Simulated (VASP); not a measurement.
The system is LiF.

```xyz
2
Lattice="0.0000 2.0140 2.0140 2.0140 0.0000 2.0140 2.0140 2.0140 0.0000" Properties=species:S:1:pos:R:3 pbc="T T T"
Li    0.0000    0.0000    0.0000
F     2.0140    2.0140    2.0140
```

* Program: VASP 6.6.1
* Task: relaxation of cell and atoms
* Functional: LDA
* Potentials or basis: VASP PAW LDA potentials, release 64 (Li_sv, F)
* Cutoff: 600 eV
* k mesh: 10 × 10 × 10
* Occupations: methfessel-paxton, width 0.15 eV
* Spin: no spin polarisation

At the start: pressure -7.0 GPa; volume 8.17 Å³/atom.

Where does the relaxation end?

Over 4 steps the energy falls by 18.6 meV/atom and the volume is 7.39 Å³/atom (-9.5 %); space group Fm-3m (No. 225, to 0.1 Å) before and after.

The path:
| step | energy change (eV) | largest force (eV/Å) | pressure (GPa) | volume (Å³) |
| --- | --- | --- | --- | --- |
| 1 | 0.0000 | 0.0000 | -7.03 | 16.34 |
| 2 | -0.0285 | 0.0000 | -3.75 | 15.51 |
| 3 | -0.0372 | 0.0000 | -0.49 | 14.87 |
| 4 | -0.0373 | 0.0000 | 0.02 | 14.79 |

Final structure:
```
Li F
1.0
     0.00000    1.94807    1.94807
     1.94807    0.00000    1.94807
     1.94807    1.94807    0.00000
Li F
1 1
Direct
  0.00000 0.00000 0.00000
  0.50000 0.50000 0.50000
```

Caveat: the cutoff is under 1.25 times the usual one of these potentials, so pressure, stress and relaxed cells hold a basis-set (Pulay) error.
